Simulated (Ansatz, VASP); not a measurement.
# Two plane-wave programs on Cu

```xyz
1
Lattice="0.0000 1.8149 1.8149 1.8149 0.0000 1.8149 1.8149 1.8149 0.0000" Properties=species:S:1:pos:R:3 pbc="T T T"
Cu    0.0000    0.0000    0.0000
```

Alike in both runs: functional PBE; k mesh 16 × 16 × 16; occupations fermi-dirac, width 0.15 eV; no spin polarisation.

Ansatz relaxed the structure, and its values are those at the end. VASP's run is a single point on that final structure, the one shown.

```csv
,VASP,Ansatz
version,VASP 6.6.1,Ansatz 0.2.0
potentials or method,"VASP PAW PBE potentials, release 64 (Cu), cutoff 520 eV","scalar-relativistic, plane waves, PAW"
valence electrons in the cell,11,19
```

VASP gave:

```
gap on the k mesh at the Fermi level (eV) : none
pressure (GPa)                            : 0.7
```

Q: Estimate Ansatz's values.

A: gap on the k mesh at the Fermi level (eV): none; pressure (GPa): 0.0.

A gap of «none» marks a metal or a gap that the smearing closes. VASP's potentials hold 11 valence electrons a cell and Ansatz's 19, so a difference there can come from the potentials and not from the codes.
